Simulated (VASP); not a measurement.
# Ru (P6_3/mmc) in VASP: further runs

The runs below take Ru through single point, with PBEsol.

Program: VASP 6.6.1. These are calculated values, not measurements. Logs are shortened: lines on timing, memory, paths and dates and some standing lists are left out, and cuts for length are marked.

**1. The cell of the first run**

The structure is hexagonal, space group P6_3/mmc (No. 194). Conventional cell: a = 2.669 Å, b = 2.669 Å, c = 4.224 Å, α = 90.00°, β = 90.00°, γ = 120.00°. Within 3.4 Å of Ru (site symmetry -6m2) lie 12 Ru at 2.61 to 2.67 Å.

**2. Single point, PBEsol**

File INCAR:

```
  PREC = Accurate
  ENCUT = 520
  EDIFF = 1E-6
  ISMEAR = 0
  SIGMA = 0.1
  LREAL = False
  LASPH = True
  NELM = 80
  ALGO = Normal
  ISIF = 2
  LWAVE = False
  LCHARG = False
  GGA = PS
  NBANDS = 21
```

File KPOINTS:

```
regular mesh
0
Gamma
  18 18 10
```

File POSCAR:

```
Ru
1.0
    2.6691021356      0.0000000000      0.0000000000
   -1.3345510678      2.3115102547      0.0000000000
    0.0000000000      0.0000000000      4.2238004550
Ru
2
Direct
    0.3333333333      0.6666666667      0.2500000000
    0.6666666667      0.3333333333      0.7500000000
```

Potentials or basis: VASP PAW PBE potentials, release 64 (Ru_pv).

The run is started by

```bash
> cat potpaw_PBE.64/Ru_pv/POTCAR > POTCAR
> mpirun -np 1 vasp_std > vasp.out
```

OUTCAR:

```text
PREC = Accurate
   ENCUT = 520
   EDIFF = 1E-6
   ISMEAR = 0
   LREAL = False
   LASPH = True
   NELM = 80
   ISIF = 2
   GGA = PS

 ion  position               nearest neighbor table
   1  0.333  0.667  0.250-   2 2.61   2 2.61   2 2.61   2 2.61   2 2.61   2 2.61
   2  0.667  0.333  0.750-   1 2.61   1 2.61   1 2.61   1 2.61   1 2.61   1 2.61

  LATTYP: Found a hexagonal cell.
 ALAT       =     2.6691021356
 C/A-ratio  =     1.5824798904

  Lattice vectors:

 A1 = (   2.6691021356,   0.0000000000,   0.0000000000)
 A2 = (  -1.3345510678,   2.3115102547,   0.0000000000)
 A3 = (   0.0000000000,   0.0000000000,   4.2238004550)

Analysis of symmetry for initial positions (statically):
=====================================================================
 Subroutine PRICEL returns:
 Original cell was already a primitive cell.

 Routine SETGRP: Setting up the symmetry group for a
 hexagonal supercell.

 Subroutine GETGRP returns: Found 24 space group operations
 (whereof 12 operations were pure point group operations)
 out of a pool of 24 trial point group operations.

The static configuration has the point symmetry D_3d.
 The point group associated with its full space group is D_6h.

Analysis of symmetry for dynamics (positions and initial velocities):
=====================================================================
 Subroutine PRICEL returns:
 Original cell was already a primitive cell.

 Routine SETGRP: Setting up the symmetry group for a
 hexagonal supercell.

 Subroutine GETGRP returns: Found 24 space group operations
 (whereof 12 operations were pure point group operations)
 out of a pool of 24 trial point group operations.

The dynamic configuration has the point symmetry D_3d.
 The point group associated with its full space group is D_6h.

 Subroutine INISYM returns: Found 24 space group operations
 (whereof 12 operations are pure point group operations),
 and found     1 'primitive' translations

----------------------------------------------------------------------------------------

                                     Primitive cell

  volume of cell :      26.0594

  direct lattice vectors                    reciprocal lattice vectors
     2.669102136  0.000000000  0.000000000     0.374657825  0.216308796  0.000000000
    -1.334551068  2.311510255  0.000000000     0.000000000  0.432617592  0.000000000
     0.000000000  0.000000000  4.223800455     0.000000000  0.000000000  0.236753609

  length of vectors
     2.669102136  2.669102136  4.223800455     0.432617592  0.432617592  0.236753609

  position of ions in fractional coordinates (direct lattice)
     0.333333333  0.666666667  0.250000000
     0.666666667  0.333333333  0.750000000

  ion indices of the primitive-cell ions
   primitive index   ion index
                 1           1
                 2           2

----------------------------------------------------------------------------------------

 KPOINTS: regular mesh

Automatic generation of k-mesh.
 Grid dimensions read from file:
 generate k-points for:   18   18   10

 Generating k-lattice:

  Cartesian coordinates                     Fractional coordinates (reciprocal lattice)
     0.020814324  0.012017155  0.000000000     0.055555556  0.000000000  0.000000000
     0.000000000  0.024034311  0.000000000     0.000000000  0.055555556  0.000000000
     0.000000000  0.000000000  0.023675361     0.000000000  0.000000000  0.100000000

  Length of vectors
     0.024034311  0.024034311  0.023675361

  Shift w.r.t. Gamma in fractional coordinates (k-lattice)
     0.000000000  0.000000000  0.000000000

 Subroutine IBZKPT returns following result:
 ===========================================

 Found    222 irreducible k-points:

 Following reciprocal coordinates:
            Coordinates               Weight
  0.000000  0.000000  0.000000      1.000000
  0.055556  0.000000  0.000000      6.000000
  0.111111  0.000000  0.000000      6.000000
  0.166667 -0.000000  0.000000      6.000000
  0.222222  0.000000  0.000000      6.000000
  0.277778 -0.000000  0.000000      6.000000
[... 16 lines left out ...]
  0.333333  0.111111  0.000000     12.000000
  0.388889  0.111111  0.000000     12.000000
 [... further k-points ...]
   k-points           NKPTS =    222   k-points in BZ     NKDIM =    222   number of bands    NBANDS=     21
   number of dos      NEDOS =    301   number of ions     NIONS =      2
   total plane-waves  NPLWV =  12800
   dimension x,y,z NGX =    20 NGY =   20 NGZ =   32
   dimension x,y,z NGXF=    40 NGYF=   40 NGZF=   64
   ions per type =               2
   NGX,Y,Z   is equivalent  to a cutoff of  12.46, 12.46, 12.59 a.u.
   NGXF,Y,Z  is equivalent  to a cutoff of  24.91, 24.91, 25.19 a.u.
 SYSTEM =  unknown system
   PREC   = accura    normal or accurate (medium, high low for compatibility)
   ISTART =      0    job   : 0-new  1-cont  2-samecut
   ICHARG =      2    charge: 1-file 2-atom 10-const
   ISPIN  =      1    spin polarized calculation?
   LNONCOLLINEAR =      F non collinear calculations
   LSORBIT =      F    spin-orbit coupling
   LASPH  =      T    aspherical Exc in radial PAW
   ENCUT  =  520.0 eV  38.22 Ry    6.18 a.u.   4.96  4.96  7.85*2*pi/ulx,y,z
   NELM   =     80;   NELMIN=  2; NELMDL= -5     # of ELM steps
   EDIFF  = 0.1E-05   stopping-criterion for ELM
   LREAL  =      F    real-space projection
   EDIFFG = 0.1E-04   stopping-criterion for IOM
   NSW    =      0    number of steps for IOM
   IBRION =     -1    ionic relax: 0-MD 1-quasi-New 2-CG
   NFREE  =      0    steps in history (QN), initial steepest desc. (CG)
   ISIF   =      2    stress and relaxation
   ISYM   =      2    0-nonsym 1-usesym 2-fastsym
   POTIM  = 0.5000    time-step for ionic-motion
   TEBEG  =    0.0;   TEEND  =   0.0 temperature during run
   PSTRESS=    0.0 pullay stress
   NELECT =      28.0000    total number of electrons
   NUPDOWN=      -1.0000    fix difference up-down
   EMIN   =  10.00;   EMAX   =-10.00  energy-range for DOS
   EFERMI =   0.00;   METHOD = LEGACY
   ISMEAR =     0;   SIGMA  =   0.10  broadening in eV -4-tet -1-fermi 0-gaus
   EFERMI_NEDOS =   21; number of points for ismear=-14 and -15
   IALGO  =     38    algorithm
   IMIX   =      4    mixing-type and parameters
     AMIX     =   0.40;   BMIX     =  1.00
     AMIX_MAG =   1.60;   BMIX_MAG =  1.00
  volume/ion in A,a.u.               =      13.03        87.93
  Fermi-wavevector in a.u.,A,eV,Ry     =   1.676767  3.168630 38.253425  2.811547
  Thomas-Fermi vector in A             =   2.761152
   LORBIT       =      0    0 simple, 1 ext, 2 COOP (PROOUT), +10 PAW based schemes
   GGA     = PS    functional components
   LHFCALC =     F    Hartree Fock is set to
   AEXX    =    0.0000 exact exchange contribution
   IVDW    =     0    specifies the selected vdW correction
   LEPSILON=     F    determine dielectric tensor
   LRPA    =     F    only Hartree local field effects (RPA)
 non-spin polarized calculation
 Gauss-broadening in eV      SIGMA  =   0.10
  energy-cutoff  :      520.00
  volume of cell :       26.06
 maximum number of plane-waves:       732
 NGX is ok and might be reduce to    20
   NGX =  9   NGY =  9   NGZ = 15

 number of electron      27.9999991 magnetization

 Free energy of the ion-electron system (eV)
  ---------------------------------------------------
  ext. energy  EPLUGINS =         0.00000000
  ---------------------------------------------------
  free energy    TOTEN  =       -20.33065450 eV

  energy without entropy =      -20.32210376  energy(sigma->0) =      -20.32637913

 E-fermi :  13.4593     XC(G=0): -14.5366

 val. band max:       13.4561023391   @ k =   0.1667  -0.0000   0.4000
 cond. band min:      13.4601630043   @ k =   0.1667   0.1111   0.3000
 fundamental gap:      0.0040606652
 Fermi energy:        13.4592912051

 k-point     1 :       0.0000    0.0000    0.0000
  band No.  band energies     occupation
      1     -30.3002      2.00000
      2     -29.2243      2.00000
      3     -29.2243      2.00000
      4     -29.0301      2.00000
      5     -29.0301      2.00000
      6     -28.9839      2.00000
[... 13 lines left out ...]
     20      23.7045      0.00000
     21      24.2811      0.00000

 k-point     2 :       0.0556    0.0000    0.0000
  band No.  band energies     occupation
      1     -30.2880      2.00000
      2     -29.2505      2.00000
      3     -29.2332      2.00000
      4     -29.0575      2.00000
      5     -29.0336      2.00000
      6     -28.9895      2.00000
[... 13 lines left out ...]
     20      23.7044      0.00000
     21      24.2639      0.00000

 k-point     3 :       0.1111    0.0000    0.0000
  band No.  band energies     occupation
      1     -30.2523      2.00000
      2     -29.3259      2.00000
      3     -29.2582      2.00000
      4     -29.1355      2.00000
      5     -29.0440      2.00000
      6     -29.0063      2.00000
[... 13 lines left out ...]
     20      23.7044      0.00000
     21      24.2065      0.00000

 k-point     4 :       0.1667   -0.0000    0.0000
  band No.  band energies     occupation
      1     -30.1952      2.00000
      2     -29.4414      2.00000
      3     -29.2955      2.00000
      4     -29.2527      2.00000
      5     -29.0608      2.00000
      6     -29.0344      2.00000
[... 13 lines left out ...]
     20      23.7043      0.00000
     21      24.1037      0.00000

 k-point     5 :       0.2222    0.0000    0.0000
  band No.  band energies     occupation
      1     -30.1202      2.00000
      2     -29.5829      2.00000
      3     -29.3927      2.00000
      4     -29.3399      2.00000
      5     -29.0826      2.00000
      6     -29.0736      2.00000
[... 13 lines left out ...]
     20      23.7041      0.00000
     21      23.9716      0.00000
[... 382 lines left out ...]
     20      23.7038      0.00000
     21      23.9002      0.00000

 k-point    22 :       0.2778    0.1111    0.0000
  band No.  band energies     occupation
      1     -29.9108      2.00000
      2     -29.8587      2.00000
      3     -29.7039      2.00000
      4     -29.4451      2.00000
      5     -29.1992      2.00000
      6     -29.1889      2.00000
[... 13 lines left out ...]
     20      23.8048      0.00000
     21      23.8273      0.00000

 k-point    23 :       0.3333    0.1111    0.0000
  band No.  band energies     occupation
      1     -29.9658      2.00000
      2     -29.8204      2.00000
      3     -29.7763      2.00000
      4     -29.4991      2.00000
      5     -29.2618      2.00000
      6     -29.2133      2.00000
[... 13 lines left out ...]
     20      23.7037      0.00000
     21      24.6425      0.00000

 k-point    24 :       0.3889    0.1111    0.0000
  band No.  band energies     occupation
      1     -30.0353      2.00000
      2     -29.8234      2.00000
      3     -29.7471      2.00000
      4     -29.5338      2.00000
      5     -29.3169      2.00000
      6     -29.2291      2.00000
[... 13 lines left out ...]
     20      23.7022      0.00000
     21      24.9669      0.00000

 [... further k-points ...]

------------------------ aborting loop because EDIFF is reached ----------------------------------------

  FORCE on cell =-STRESS in cart. coord.  units (eV):
  Direction    XX          YY          ZZ          XY          YZ          ZX
  --------------------------------------------------------------------------------------
  -------------------------------------------------------------------------------------
  Total        1.2952307      1.2952307      1.2993278      0.0000000      0.0000000      0.0000000
  in kB       79.6330435     79.6330435     79.8849384      0.0000000      0.0000000      0.0000000
  external PRESSURE =      79.7170085 kB  Pullay stress =       0.0000000 kB

 VOLUME and BASIS-vectors are now :
 -----------------------------------------------------------------------------
  energy-cutoff  :      520.00
  volume of cell :       26.06
      direct lattice vectors                 reciprocal lattice vectors
     2.669102136  0.000000000  0.000000000     0.374657825  0.216308796  0.000000000
    -1.334551068  2.311510255  0.000000000     0.000000000  0.432617592  0.000000000
     0.000000000  0.000000000  4.223800455     0.000000000  0.000000000  0.236753609

 POSITION                                       TOTAL-FORCE (eV/Angst)
 -----------------------------------------------------------------------------------
     -0.00000      1.54101      1.05595         0.000000      0.000000      0.000000
      1.33455      0.77050      3.16785         0.000000     -0.000000      0.000000
 -----------------------------------------------------------------------------------
    total drift:                                0.000000     -0.000000      0.000000

  FREE ENERGIE OF THE ION-ELECTRON SYSTEM (eV)
  ---------------------------------------------------
  free  energy   TOTEN  =       -20.3306545048 eV

  energy  without entropy=      -20.3221037584  energy(sigma->0) =      -20.32637913
```

It took 1.9 min on 1 thread of Intel Xeon 8259CL, shared host; peak memory 0.21 GiB.

What came out:

| Item | Value |
| --- | --- |
| Free energy | -20.3307 eV |
| Pressure | 8.0 GPa |
| Band gap on the k mesh | zero (bands 14 and 15 overlap by 3.33 eV) |

Caveat: the cell stands under pressure; the PAW data sets were made with another functional, which shifts forces and pressure a little.

**3. Single point, PBEsol**

This run uses another cell than the first one, of 13.21 Å³/atom.

File INCAR:

```
SYSTEM = Ru
ALGO = Fast
EDIFF = 1E-6
ENCUT = 520
GGA = PS
ISIF = 2
ISMEAR = 0
LASPH = .True.
LCHARG = .True.
LELF = .True.
LREAL = .False.
LVHAR = .True.
LWAVE = .False.
NBANDS = 21
NELM = 60
PREC = Accurate
SIGMA = 0.1
```

File KPOINTS:

```
k-points
0
Gamma
  18 18 10
  0 0 0
```

File POSCAR:

```
Ru
1.0
    2.6816006144      0.0000000000      0.0000000000
   -1.3408003072      2.3223342548      0.0000000000
    0.0000000000      0.0000000000      4.2410389611
Ru
2
Direct
    0.3333333333      0.6666666667      0.2500000000
    0.6666666667      0.3333333333      0.7500000000
```

Potentials or basis: VASP PAW PBE potentials, release 64 (Ru_pv).

The run is started by

```bash
> cat potpaw_PBE.64/Ru_pv/POTCAR > POTCAR
> mpirun -np 1 vasp_std > vasp.out
```

Wall time 2.5 min (1 thread of Intel Xeon 8259CL, shared host); peak memory 0.21 GiB.

The run converged. Its results:

| Property | Result |
| --- | --- |
| Free energy | -20.3429 eV |
| Pressure | 3.0 GPa |
| Band gap on the k mesh | zero (bands 14 and 15 overlap by 3.26 eV) |

Levels at points of the mesh, in eV from the Fermi level:
```csv
k point,band 10,band 11,band 12,band 13,band 14,band 15,band 16,band 17,band 18,band 19
"(0.00, 0.00, 0.00)",-2.71,-2.52,-1.99,-1.99,-1.45,-1.45,1.25,1.25,1.28,10.23
"(0.50, 0.00, 0.00)",-3.15,-2.15,-1.87,-1.57,1.52,1.96,2.04,4.22,6.31,11.28
"(0.00, 0.00, 0.50)",-2.88,-2.88,-2.88,-2.82,-2.82,0.59,0.59,0.59,0.59,10.26
"(0.50, 0.00, 0.50)",-4.72,-1.10,-1.10,0.46,0.46,1.78,1.78,3.48,3.48,10.24
```

Caveat: the PAW data sets were made with another functional, which shifts forces and pressure a little.

**4. Single point, PBEsol**

This run uses another cell than the first one, of 13.44 Å³/atom.

File INCAR:

```
SYSTEM = Ru
PREC = Accurate ; ENCUT = 520
EDIFF = 1E-6 ; ISMEAR = 0
SIGMA = 0.1 ; LREAL = .False.
LASPH = .True. ; NELM = 100
ALGO = Normal ; ISIF = 2
LWAVE = .False. ; LCHARG = .True.
GGA = PS ; LELF = .True.
LVHAR = .True. ; NBANDS = 21
```

File KPOINTS:

```
regular mesh
0
Gamma
  18 18 10
  0 0 0
```

File POSCAR:

```
Ru
1.0
    2.6977555309      0.0000000000      0.0000000000
   -1.3488777655      2.3363248230      0.0000000000
    0.0000000000      0.0000000000      4.2633757799
Ru
2
Direct
    0.3333333333      0.6666666667      0.2500000000
    0.6666666667      0.3333333333      0.7500000000
```

The run is started by

```bash
> cat potpaw_PBE.64/Ru_pv/POTCAR > POTCAR
> mpirun -np 1 vasp_std > vasp.out
```

Wall time 1.8 min (1 thread of Intel Xeon 8259CL, shared host); peak memory 0.21 GiB.

Results (log left out):

```yaml
Free_energy: -20.3430 eV
Pressure: -3.0 GPa
Band_gap_on_the_k_mesh: zero (bands 14 and 15 overlap by 3.17 eV)
```

Levels at points of the mesh, in eV from the Fermi level:
```
           k point  band 11  band 12  band 13  band 14  band 15  band 16  band 17  band 18
(0.00, 0.00, 0.00)    -2.45    -1.94    -1.94    -1.41    -1.41     1.22     1.22     1.27
(0.50, 0.00, 0.00)    -2.10    -1.84    -1.54     1.47     1.90     1.98     4.12     6.17
(0.00, 0.00, 0.50)    -2.81    -2.81    -2.76    -2.76     0.57     0.57     0.57     0.57
(0.50, 0.00, 0.50)    -1.07    -1.07     0.44     0.44     1.73     1.73     3.41     3.41
```

Caveat: the cell stands under tension; the PAW data sets were made with another functional, which shifts forces and pressure a little.

**5. Overview**

```csv
cell,gap on the mesh (eV),pressure (GPa)
"a = 2.669, b = 2.669, c = 4.224 Å, angles 90.0, 90.0, 120.0°, 2 atoms",none,8.0
"a = 2.682, b = 2.682, c = 4.241 Å, angles 90.0, 90.0, 120.0°, 2 atoms",none,3.0
"a = 2.698, b = 2.698, c = 4.263 Å, angles 90.0, 90.0, 120.0°, 2 atoms",none,-3.0
```

Alike in all rows: task single point; level PBEsol; potentials or basis VASP PAW PBE potentials, release 64 (Ru_pv); no spin polarisation; k mesh 18 × 18 × 10; cutoff (eV) 520; smearing gaussian 0.1 eV.

Caveats: the PAW data sets were made with another functional, which shifts forces and pressure a little; the cell stands under pressure (at least some runs); the cell stands under tension (at least some runs).

Absolute energies hang on the potentials; compare differences alone.

The gap in the log of VASP goes by the Fermi energy; the results here count the filled bands.